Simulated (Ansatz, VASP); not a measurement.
## Two plane-wave programs on Cr

```
Cr
1.0
    -1.39425    1.39425    1.39425
     1.39425   -1.39425    1.39425
     1.39425    1.39425   -1.39425
Cr
1
Direct
  0.00000 0.00000 0.00000
```

Alike in both runs: task single point; functional LDA; k mesh 16 × 16 × 16; occupations fermi-dirac, width 0.03 eV; no spin polarisation.

```csv
,VASP,Ansatz
version,VASP 6.6.1,Ansatz 0.2.0
potentials or method,"VASP PAW LDA potentials, release 64 (Cr_pv), cutoff 520 eV","plane waves (420 eV) with PAW, scalar-relativistic"
valence electrons in the cell,12,14
```

```tsv
	VASP	Ansatz	Ansatz less VASP
pressure (GPa)	0.0	0.0	-0.07
```

Ansatz warns that its potentials were made for another functional, while VASP's fit it. LDA's correlation is that of Perdew and Zunger in VASP and of Perdew and Wang (1992) in Ansatz. VASP's potentials hold 12 valence electrons a cell and Ansatz's 14, so a difference there can come from the potentials and not from the codes.
